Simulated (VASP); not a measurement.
Wanted: the native input for a VASP 6.6.1 run.

* Task: relaxation of cell and atoms
* Functional: LDA
* Potentials or basis: VASP PAW LDA potentials, release 64 (Ti_sv, Hg)
* Cutoff: 600 eV
* k mesh: 14 × 14 × 10
* Occupations: gaussian, width 0.1 eV
* Spin: no spin polarisation
* Dipole correction: no
* Further INCAR settings: ALGO = Normal; EDIFF = 1e-07; IBRION = 2; EDIFFG = -0.005; NSW = 100; ISIF = 3

The structure of TiHg lies in POSCAR:

```
TiHg
1.0
    3.0090000000      0.0000000000      0.0000000000
    0.0000000000      3.0090000000      0.0000000000
    0.0000000000      0.0000000000      4.0410000000
Ti Hg
1 1
Direct
    0.5000000000      0.5000000000      0.5000000000
    0.0000000000      0.0000000000      0.0000000000
```

One way to write it, as run:

INCAR

```
  ALGO = Normal
  EDIFF = 1E-7
  EDIFFG = -0.005
  ENCUT = 600
  GGA = CA
  IBRION = 2
  ISIF = 3
  ISMEAR = 0
  LASPH = True
  LCHARG = False
  LREAL = False
  LWAVE = False
  NELM = 100
  NSW = 100
  PREC = Accurate
  SIGMA = 0.1
```

KPOINTS

```
k-points
0
Gamma
  14 14 10
```

Potentials or basis: VASP PAW LDA potentials, release 64 (Ti_sv, Hg).

Launch:

```console
$ cat potpaw_LDA.64/Ti_sv/POTCAR potpaw_LDA.64/Hg/POTCAR > POTCAR
$ mpirun -np 1 vasp_std > vasp.out
```

Results of the run:

- Relaxed volume: 17.42 Å³/atom
- Relaxed cell: a = 2.939 Å, b = 2.939 Å, c = 4.033 Å, α = 90.00°, β = 90.00°, γ = 90.00°
- Space group after relaxing (to 0.05 Å): P4/mmm (No. 123)
- Energy gained by relaxing: 17.7 meV/atom
- Ionic steps: 10
- Pressure after relaxing: 0.0 GPa
- Band gap on the k mesh: zero (band 12 reaches 7.51 eV, above the bottom of band 13 at 6.26 eV)

Caveat: spin-orbit coupling is left out, which moves the levels of the heavy elements.

Run time: 6.9 min on 1 thread of AMD EPYC 9R45 96-Core Processor (Zen 5), with other jobs on the host, peak memory 0.27 GiB.
